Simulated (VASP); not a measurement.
Input of a VASP 6.6.1 run:

File POSCAR:

```
Hf2N
1.0
    5.3262115183      0.0000000000      0.0000000000
    0.0000000000      5.3262115183      0.0000000000
    0.0000000000      0.0000000000      3.2476379377
Hf N
4 2
Direct
    0.2947229500      0.2947229500      0.0000000000
    0.7052770500      0.7052770500      0.0000000000
    0.7947229500      0.2052770500      0.5000000000
    0.2052770500      0.7947229500      0.5000000000
    0.0000000000      0.0000000000      0.0000000000
    0.5000000000      0.5000000000      0.5000000000
```

File INCAR.step1:

```
PREC = Accurate ; ENCUT = 520
ISMEAR = 0 ; SIGMA = 0.1
LREAL = F ; LASPH = T
NELM = 80 ; NBANDS = 34
GGA = PE ; ALGO = Normal
EDIFF = 1E-4 ; LWAVE = T
LCHARG = F
```

Contents of INCAR.step2:

```
PREC = Accurate ; ENCUT = 520
EDIFF = 1E-6 ; ISMEAR = 0
SIGMA = 0.1 ; LREAL = F
LASPH = T ; NELM = 80
ALGO = Normal ; ISIF = 2
LWAVE = F ; LCHARG = F
METAGGA = R2SCAN ; LMIXTAU = T
NBANDS = 34 ; ISTART = 1
```

The input KPOINTS:

```
Automatic mesh
0
Gamma
  4 4 6
```

Potentials or basis: VASP PAW PBE potentials, release 64 (Hf_pv, N).

The run is started by

```console
$ cat potpaw_PBE.64/Hf_pv/POTCAR potpaw_PBE.64/N/POTCAR > POTCAR
$ cp INCAR.step1 INCAR
$ mpirun -np 1 vasp_std > vasp.out
$ cp INCAR.step2 INCAR
$ mpirun -np 1 vasp_std > vasp.out
```

**Question.** What does it give for the band gap on the k mesh?

**Answer.** Zero (bands 25 and 26 overlap by 2.74 eV).

**Question.** Estimate the pressure.

**Answer.** -1.5 GPa.

**Question.** Predict the largest force.

**Answer.** 0.007 eV/Å.

Forces in eV/Å, atoms in the order of the input:
```
Hf   0.005  0.005  0.000
Hf  -0.005 -0.005  0.000
Hf   0.005 -0.005  0.000
Hf  -0.005  0.005  0.000
N    0.000  0.000  0.000
N    0.000  0.000  0.000
```

Caveat: the PAW data sets were made with another functional, which shifts forces and pressure a little; spin-orbit coupling is left out, which moves the levels of the heavy elements.
